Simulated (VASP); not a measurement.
Set up this calculation in VASP 6.6.1, as the native input.

* Task: single point
* Functional: PBE
* Potentials or basis: VASP PAW PBE potentials, release 64 (Mo_sv)
* Cutoff: 520 eV
* k mesh: 16 × 16 × 16
* Occupations: fermi-dirac, width 0.05 eV
* Spin: no spin polarisation
* Dipole correction: no
* Further INCAR settings: ALGO = Normal; EDIFF = 1e-06; NBANDS = 13

The structure of Mo lies in POSCAR:

```
Mo
1.0
   -1.5404922415      1.5404922415      1.6338400000
    1.5404922415     -1.5404922415      1.6338400000
    1.5404922415      1.5404922415     -1.6338400000
Mo
1
Direct
    0.0000000000      0.0000000000      0.0000000000
```

This cell differs from its parent crystal: z stretched by +4 % at fixed volume.

These files were run (other wordings do the same):

INCAR

```
SYSTEM = Mo
PREC = Accurate
ENCUT = 520
EDIFF = 1E-6
ISMEAR = -1
SIGMA = 0.05
LREAL = .False.
LASPH = .True.
NELM = 60
ALGO = Normal
ISIF = 2
LWAVE = .False.
LCHARG = .False.
GGA = PE
NBANDS = 13
```

KPOINTS

```
regular mesh
0
Gamma
  16 16 16
  0 0 0
```

Potentials or basis: VASP PAW PBE potentials, release 64 (Mo_sv).

Launch:

```console
$ cat potpaw_PBE.64/Mo_sv/POTCAR > POTCAR
$ mpirun -np 1 vasp_std > vasp.out
```

Results of the run:

```yaml
Pressure: 5.7 GPa
Band_gap_on_the_k_mesh: zero (bands 7 and 8 overlap by 4.91 eV)
```

Caveat: the cell stands under pressure.

Wall time 24 s on 1 thread of Intel(R) Xeon(R) 6975P-C (Granite Rapids), on a shared host, peak memory 0.17 GiB.
